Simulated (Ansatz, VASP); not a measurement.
## One calculation of KI, two programs

```
K I
1.0
     0.00000    3.52455    3.52455
     3.52455    0.00000    3.52455
     3.52455    3.52455    0.00000
K I
1 1
Direct
  0.00000 0.00000 0.00000
  0.50000 0.50000 0.50000
```

Alike in both runs: task single point; functional PBE; k mesh 8 × 8 × 8; occupations fermi-dirac, width 0.01 eV; no spin polarisation.

```csv
,VASP,Ansatz
version,VASP 6.6.1,Ansatz 0.2.0
potentials or method,"VASP PAW PBE potentials, release 64 (K_sv, I), cutoff 520 eV","all-electron LAPW, scalar-relativistic"
```

|  | VASP | Ansatz | Ansatz less VASP |
| --- | --- | --- | --- |
| gap on the k mesh at the Fermi level (eV) | 3.98 | 3.98 | +0.004 |
| pressure (GPa) | 0.7 | 0.7 | -0.03 |

Ansatz ran all-electron here, and VASP with PAW potentials.

Spin-orbit coupling is off throughout.
